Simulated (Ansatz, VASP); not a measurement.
**AlN in VASP and in Ansatz**

```xyz
2
Lattice="0.0000 2.2205 2.1849 2.1849 0.0000 2.1849 2.1849 2.2205 0.0000" Properties=species:S:1:pos:R:3 pbc="T T T"
Al    0.0000    0.0000    0.0000
N     3.2773    3.3307    3.2773
```

Change from the starting cell: uniaxial_y strain +1.6%.

Alike in both runs: task single point; functional HSE06; k mesh 8 × 8 × 8; no spin polarisation.

|  | VASP | Ansatz |
| --- | --- | --- |
| version | VASP 6.6.1 | Ansatz 0.2.0 |
| potentials or method | VASP PAW PBE potentials, release 64 (Al, N) | plane waves, PAW |
| plane-wave cutoff (eV) | 520 | 420 |
| occupations | gaussian, width 0.01 eV | fixed |
| valence electrons in the cell | 8 | 8 |

|  | VASP | Ansatz | Ansatz less VASP |
| --- | --- | --- | --- |
| gap on the k mesh at the Fermi level (eV) | 4.49 | 4.49 | 0.000 |
| pressure (GPa) | -4.1 | -3.9 | +0.18 |
| traceless stress, the component that is largest in VASP (GPa) | -1.65 | -1.64 | +0.013 |

Ansatz's warnings: stress exchange threshold loose, stress scf threshold loose.
